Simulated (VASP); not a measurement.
# Cu3N (Pm-3m) in VASP: further runs, part 2 of 2

VASP 6.6.1. Earlier steps stand in the parts before.

## 3. Single point, RPBE (14.50 Å³/atom)

This run uses another cell than the first one, of 14.50 Å³/atom.

Contents of INCAR:

```
  PREC = Accurate
  ENCUT = 600
  EDIFF = 1E-6
  ISMEAR = 0
  SIGMA = 0.05
  LREAL = F
  LASPH = T
  NELM = 120
  ALGO = Normal
  ISIF = 2
  LWAVE = F
  LCHARG = F
  GGA = RP
  NBANDS = 27
  GGA_COMPAT = F
```

Contents of KPOINTS:

```
Automatic mesh
0
Gamma
  8 8 8
```

Contents of POSCAR:

```
Cu3N
1.0
    3.8705870703      0.0000000000      0.0000000000
    0.0000000000      3.8705870703      0.0000000000
    0.0000000000      0.0000000000      3.8705870703
Cu N
3 1
Direct
    0.5000000000      0.0000000000      0.0000000000
    0.0000000000      0.5000000000      0.0000000000
    0.0000000000      0.0000000000      0.5000000000
    0.0000000000      0.0000000000      0.0000000000
```

Potentials or basis: VASP PAW PBE potentials, release 64 (Cu, N).

On the command line:

```console
> cat potpaw_PBE.64/Cu/POTCAR potpaw_PBE.64/N/POTCAR > POTCAR
> mpirun -np 1 vasp_std > vasp.out
```

OUTCAR:

```text
PREC = Accurate
   ENCUT = 600
   EDIFF = 1E-6
   ISMEAR = 0
   LREAL = F
   LASPH = T
   NELM = 120
   ISIF = 2
   GGA = RP

 ion  position               nearest neighbor table
   1  0.500  0.000  0.000-   4 1.94   4 1.94   2 2.74   3 2.74   2 2.74   2 2.74   3 2.74   3 2.74
                             3 2.74   2 2.74
   2  0.000  0.500  0.000-   4 1.94   4 1.94   1 2.74   3 2.74   1 2.74   3 2.74   3 2.74   3 2.74
                             1 2.74   1 2.74
   3  0.000  0.000  0.500-   4 1.94   4 1.94   1 2.74   1 2.74   2 2.74   2 2.74   2 2.74   2 2.74
                             1 2.74   1 2.74
   4  0.000  0.000  0.000-   1 1.94   2 1.94   3 1.94   3 1.94   2 1.94   1 1.94

  LATTYP: Found a simple cubic cell.
 ALAT       =     3.8705870703

  Lattice vectors:

 A1 = (   3.8705870703,   0.0000000000,   0.0000000000)
 A2 = (   0.0000000000,   3.8705870703,   0.0000000000)
 A3 = (   0.0000000000,   0.0000000000,   3.8705870703)

Analysis of symmetry for initial positions (statically):
=====================================================================
 Subroutine PRICEL returns:
 Original cell was already a primitive cell.

 Routine SETGRP: Setting up the symmetry group for a
 simple cubic supercell.

 Subroutine GETGRP returns: Found 48 space group operations
 (whereof 48 operations were pure point group operations)
 out of a pool of 48 trial point group operations.

The static configuration has the point symmetry O_h .

Analysis of symmetry for dynamics (positions and initial velocities):
=====================================================================
 Subroutine PRICEL returns:
 Original cell was already a primitive cell.

 Routine SETGRP: Setting up the symmetry group for a
 simple cubic supercell.

 Subroutine GETGRP returns: Found 48 space group operations
 (whereof 48 operations were pure point group operations)
 out of a pool of 48 trial point group operations.

The dynamic configuration has the point symmetry O_h .

 Subroutine INISYM returns: Found 48 space group operations
[... 121 lines left out ...]
     AMIX_MAG =   1.60;   BMIX_MAG =  1.00
  volume/ion in A,a.u.               =      14.50        97.83
  Fermi-wavevector in a.u.,A,eV,Ry     =   1.421977  2.687147 27.511227  2.022018
  Thomas-Fermi vector in A             =   2.542729
   LORBIT       =      0    0 simple, 1 ext, 2 COOP (PROOUT), +10 PAW based schemes
   GGA     = RP    functional components
   LHFCALC =     F    Hartree Fock is set to
   AEXX    =    0.0000 exact exchange contribution
   IVDW    =     0    specifies the selected vdW correction
   LEPSILON=     F    determine dielectric tensor
   LRPA    =     F    only Hartree local field effects (RPA)
 non-spin polarized calculation
 Gauss-broadening in eV      SIGMA  =   0.05
  energy-cutoff  :      600.00
  volume of cell :       57.99
 maximum number of plane-waves:      1956
 NGX is ok and might be reduce to    32
   NGX = 15   NGY = 15   NGZ = 15

 number of electron      37.9999980 magnetization

 Free energy of the ion-electron system (eV)
  ---------------------------------------------------
  ext. energy  EPLUGINS =         0.00000000
  ---------------------------------------------------
  free energy    TOTEN  =       -16.61821453 eV

  energy without entropy =      -16.61821452  energy(sigma->0) =      -16.61821452

 E-fermi :   4.7959     XC(G=0): -10.3988

 val. band max:        4.6178162535   @ k =   0.5000   0.5000   0.5000
 cond. band min:       4.9738824843   @ k =   0.5000   0.5000   0.0000
 fundamental gap:      0.3560662308
 Fermi energy:         4.7959109070

 k-point     1 :       0.0000    0.0000    0.0000
  band No.  band energies     occupation
      1     -11.8750      2.00000
      2      -0.3187      2.00000
      3       0.1098      2.00000
      4       0.1098      2.00000
      5       0.1098      2.00000
      6       1.0171      2.00000
[... 709 lines left out ...]
     26      14.4649      0.00000
     27      16.6448      0.00000

 [... further k-points ...]

------------------------ aborting loop because EDIFF is reached ----------------------------------------

  FORCE on cell =-STRESS in cart. coord.  units (eV):
  Direction    XX          YY          ZZ          XY          YZ          ZX
  --------------------------------------------------------------------------------------
  -------------------------------------------------------------------------------------
  Total        0.1937001      0.1937001      0.1937001     -0.0000000     -0.0000000      0.0000000
  in kB        5.3519225      5.3519225      5.3519225     -0.0000000     -0.0000000      0.0000000
  external PRESSURE =       5.3519225 kB  Pullay stress =       0.0000000 kB

 VOLUME and BASIS-vectors are now :
 -----------------------------------------------------------------------------
  energy-cutoff  :      600.00
  volume of cell :       57.99
      direct lattice vectors                 reciprocal lattice vectors
     3.870587070  0.000000000  0.000000000     0.258358740  0.000000000  0.000000000
     0.000000000  3.870587070  0.000000000     0.000000000  0.258358740  0.000000000
     0.000000000  0.000000000  3.870587070     0.000000000  0.000000000  0.258358740

 POSITION                                       TOTAL-FORCE (eV/Angst)
 -----------------------------------------------------------------------------------
      1.93529      0.00000      0.00000         0.000000      0.000000      0.000000
      0.00000      1.93529      0.00000         0.000000      0.000000      0.000000
      0.00000      0.00000      1.93529         0.000000      0.000000      0.000000
      0.00000      0.00000      0.00000         0.000000      0.000000      0.000000
 -----------------------------------------------------------------------------------
    total drift:                                0.000000      0.000000     -0.000000

  FREE ENERGIE OF THE ION-ELECTRON SYSTEM (eV)
  ---------------------------------------------------
  free  energy   TOTEN  =       -16.6182145251 eV

  energy  without entropy=      -16.6182145241  energy(sigma->0) =      -16.61821452
```

OSZICAR:

```text
N       E                     dE             d eps       ncg     rms          rms(c)
DAV:   1     0.312853770960E+03    0.31285E+03   -0.18931E+04  1898   0.244E+03
DAV:   2     0.183197441230E+02   -0.29453E+03   -0.28171E+03  1899   0.388E+02
DAV:   3    -0.190886914642E+02   -0.37408E+02   -0.35521E+02  2459   0.166E+02
DAV:   4    -0.208327454774E+02   -0.17441E+01   -0.17240E+01  2593   0.387E+01
DAV:   5    -0.208487516487E+02   -0.16006E-01   -0.16002E-01  2509   0.390E+00    0.148E+01
DAV:   6    -0.187021174096E+02    0.21466E+01   -0.32338E+01  2564   0.125E+02    0.969E+00
DAV:   7    -0.166158441412E+02    0.20863E+01   -0.85301E+00  2301   0.718E+01    0.255E+00
DAV:   8    -0.166391446243E+02   -0.23300E-01   -0.61799E-01  2173   0.541E+00    0.145E+00
DAV:   9    -0.166189627358E+02    0.20182E-01   -0.39836E-02  2509   0.255E+00    0.285E-01
DAV:  10    -0.166182904206E+02    0.67232E-03   -0.85352E-03  2535   0.135E+00    0.129E-01
DAV:  11    -0.166182523860E+02    0.38035E-04   -0.14631E-03  2796   0.656E-01    0.587E-02
DAV:  12    -0.166182082478E+02    0.44138E-04   -0.31228E-04  2856   0.186E-01    0.948E-03
DAV:  13    -0.166182129071E+02   -0.46593E-05   -0.37067E-05  2308   0.513E-02    0.965E-03
DAV:  14    -0.166182165966E+02   -0.36895E-05   -0.17645E-05  2325   0.376E-02    0.122E-02
DAV:  15    -0.166182144690E+02    0.21276E-05   -0.70697E-06  2267   0.366E-02    0.245E-03
DAV:  16    -0.166182145251E+02   -0.56172E-07   -0.22606E-07  1074   0.545E-03
   1 F= -.16618215E+02 E0= -.16618215E+02  d E =-.103080E-08
```

stdout:

```text
POSCAR found type information on POSCAR CuN
 POSCAR found :  2 types and       4 ions
 scaLAPACK will be used
 -----------------------------------------------------------------------------
|                                                                             |
|                                                                             |
|     You enforced a specific xc type in the INCAR file but a different       |
|     I HOPE YOU KNOW WHAT YOU ARE DOING!                                     |
|                                                                             |
 -----------------------------------------------------------------------------

 LDA part: xc-table for (Slater+PW92), standard interpolation
 POSCAR, INCAR and KPOINTS ok, starting setup
 FFT: planning ... GRIDC
 FFT: planning ... GRID_SOFT
 FFT: planning ... GRID
 WAVECAR not read
 entering main loop
```

Run time: 1.8 min. Hardware: 1 thread of Oxide Virtual Turin-like, shared host; peak memory 0.17 GiB.

Results:

- Free energy: -16.6182 eV
- Pressure: 0.5 GPa
- Band gap on the k mesh: 0.36 eV (least direct gap 0.88 eV)

Caveat: semilocal functionals underestimate gaps, and a narrow one can read as zero; the PAW data sets were made with another functional, which shifts forces and pressure a little. A k mesh can miss the band edges.

## 4. Single point, RPBE (14.79 Å³/atom)

This run uses another cell than the first one, of 14.79 Å³/atom.

Contents of INCAR:

```
PREC = Accurate
ENCUT = 600
EDIFF = 1E-6
ISMEAR = 0
SIGMA = 0.05
LREAL = F
LASPH = T
NELM = 120
ALGO = Normal
ISIF = 2
LWAVE = F
LCHARG = T
GGA = RP
LELF = T
LVHAR = T
NBANDS = 27
GGA_COMPAT = F
```

KPOINTS is that of step 3.

Contents of POSCAR:

```
Cu3N
1.0
    3.8962208443      0.0000000000      0.0000000000
    0.0000000000      3.8962208443      0.0000000000
    0.0000000000      0.0000000000      3.8962208443
Cu N
3 1
Direct
    0.5000000000      0.0000000000      0.0000000000
    0.0000000000      0.5000000000      0.0000000000
    0.0000000000      0.0000000000      0.5000000000
    0.0000000000      0.0000000000      0.0000000000
```

On the command line:

```console
> cat potpaw_PBE.64/Cu/POTCAR potpaw_PBE.64/N/POTCAR > POTCAR
> mpirun -np 1 vasp_std > vasp.out
```

Run time: 1.9 min. Hardware: 1 thread of Oxide Virtual Turin-like, shared host; peak memory 0.17 GiB.

It converged, with:

```yaml
Free_energy: -16.6154 eV
Pressure: -1.5 GPa
Band_gap_on_the_k_mesh: 0.42 eV (least direct gap 0.93 eV)
```

Levels at points of the mesh, in eV from the valence-band top:
```csv
k point,band 17,band 18,band 19,band 20,band 21,band 22
"(0.00, 0.00, 0.00)",-1.66,-1.66,-1.64,0.82,5.07,5.07
"(0.50, 0.00, 0.00)",-1.66,-1.27,-1.27,1.40,3.28,6.44
"(0.50, 0.50, 0.00)",-0.97,-0.97,-0.61,0.42,3.34,4.70
"(0.50, 0.50, 0.50)",0.00,0.00,0.00,1.05,1.05,1.05
```

Caveat: semilocal functionals underestimate gaps, and a narrow one can read as zero; the PAW data sets were made with another functional, which shifts forces and pressure a little. A k mesh can miss the band edges.

## 5. Summary

| cell | gap on the mesh (eV) | pressure (GPa) |
| --- | --- | --- |
| a = 3.845 Å, 4 atoms | 0.29 | 2.8 |
| a = 3.871 Å, 4 atoms | 0.36 | 0.5 |
| a = 3.896 Å, 4 atoms | 0.42 | -1.5 |

Alike in all rows: task single point; level RPBE; potentials or basis VASP PAW PBE potentials, release 64 (Cu, N); no spin polarisation; k mesh 8 × 8 × 8; cutoff (eV) 600; smearing gaussian 0.05 eV.

Caveats: semilocal functionals underestimate gaps, and a narrow one can read as zero; the PAW data sets were made with another functional, which shifts forces and pressure a little.

Total energies depend on the potentials used, so only differences within one code and one set of settings carry meaning.
